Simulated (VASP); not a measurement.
The system is CoO.

```
Co O
1.0
     1.60222    0.92504    2.56647
    -1.60222    0.92504    2.56647
     0.00000   -1.85008    2.56647
Co O
1 1
Direct
  0.99898 0.99898 0.99898
  0.75102 0.75102 0.75102
```

Base run:

* Program: VASP 6.6.1
* Functional: PBE
* Potentials or basis: VASP PAW PBE potentials, release 64 (Co_sv, O)
* Cutoff: 600 eV
* k mesh: 9 × 9 × 9
* Occupations: fermi-dirac, width 0.05 eV
* Spin: collinear spin, ferromagnetic start
* Starting moments: [2.5, 0.0] μB
* Fixed moment: 2.5 μB

Its results: pressure -4.4 GPa; site moments Co +2.13; O +0.23 μB; largest force 0.218 eV/Å.

Question: The run is repeated on the same cell with these changes: potentials or basis from VASP PAW PBE potentials, release 64 (Co_sv, O) to VASP PAW PBE potentials, release 64 (Co, O); cutoff from 600 eV to 520 eV; further incar settings from ALGO = Normal; EDIFF = 1e-06; NBANDS = 22 to ALGO = Normal; EDIFF = 1e-07; NBANDS = 18; valence electrons from 23 to 15. What comes out?

Answer: Pressure -2.5 GPa; site moments Co +2.19; O +0.24 μB; largest force 0.223 eV/Å.

Caveats: the total moment is fixed, so each spin has its own Fermi level; a cell with one magnetic atom can't hold antiferromagnetic order, which such compounds often take.
